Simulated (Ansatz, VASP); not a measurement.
Two plane-wave programs on LaNb2N2

The input INCAR:

```
PREC = Accurate
ENCUT = 600
EDIFF = 1E-6
ISMEAR = 0
SIGMA = 0.1
LREAL = False
LASPH = True
NELM = 100
ALGO = Normal
ISIF = 3
LWAVE = False
LCHARG = False
GGA = PE
IBRION = 2
NSW = 100
EDIFFG = -0.01
```

The input KPOINTS:

```
Automatic mesh
0
Gamma
  12 12 6
```

The input POSCAR:

```
LaNb2N2
1.0
    3.6131245587      0.0000000000      0.0000000000
   -1.8065622794      3.1290576549      0.0000000000
    0.0000000000      0.0000000000      6.7745328540
La Nb N
1 2 2
Direct
    0.0000000000      0.0000000000      0.0000000000
    0.3333333333      0.6666666667      0.6309039337
    0.6666666667      0.3333333333      0.3690960663
    0.3333333333      0.6666666667      0.2890011615
    0.6666666667      0.3333333333      0.7109988385
```

Input for Ansatz:

```yaml
crystal:
  lattice:
    - [3.6131245587, 0.0, 0.0]
    - [-1.8065622794, 3.1290576549, 0.0]
    - [0.0, 0.0, 6.774532854]
  atoms:
    - { symbol: La, position: [0.0, 0.0, 0.0] }
    - { symbol: Nb, position: [0.3333333333, 0.6666666667, 0.6309039337] }
    - { symbol: Nb, position: [0.6666666667, 0.3333333333, 0.3690960663] }
    - { symbol: "N", position: [0.3333333333, 0.6666666667, 0.2890011615] }
    - { symbol: "N", position: [0.6666666667, 0.3333333333, 0.7109988385] }
basis:
  ecutwfc: 420
kpoints:
  mp_grid: { grid: [12, 12, 6] }
hamiltonian:
  xc: pbe
scf:
  occupations: { method: gaussian, width: 0.1 }
output:
  forces: true
  stress: true
  eigenvalues: true
  write_density: true
  write_potential: true
  elf: true
  volumetric_format: npy
relax:
  adjacent_minimum: "off"
  f_tol: 0.01
  max_steps: 80
  cell: { stress_tol: 0.05 }
```

Change from the starting cell: species swapped into the SrCd2Sb2 type (P-3m1, No. 164).

Alike in both runs: task relaxation of cell and atoms; functional PBE; k mesh 12 × 12 × 6; occupations gaussian, width 0.1 eV; no spin polarisation.

|  | VASP | Ansatz |
| --- | --- | --- |
| version | VASP 6.6.1 | Ansatz 0.2.0 |
| potentials or method | VASP PAW PBE potentials, release 64 (La, Nb_sv, N), cutoff 600 eV | scalar-relativistic, plane waves, PAW |
| valence electrons in the cell | 47 | 47 |

|  | VASP | Ansatz | Ansatz less VASP |
| --- | --- | --- | --- |
| gap on the k mesh at the Fermi level, each at its own relaxed structure (eV) | none | none | - |
| relaxed volume (Å³/atom) | 15.25 | 15.29 | +0.033 |
| relaxed length of the cell vector where the two differ most in proportion (Å) | 6.746 | 6.753 | +0.0065 |

A gap of «none» marks a metal or a gap that the smearing closes.

Neither program's run includes spin-orbit coupling.
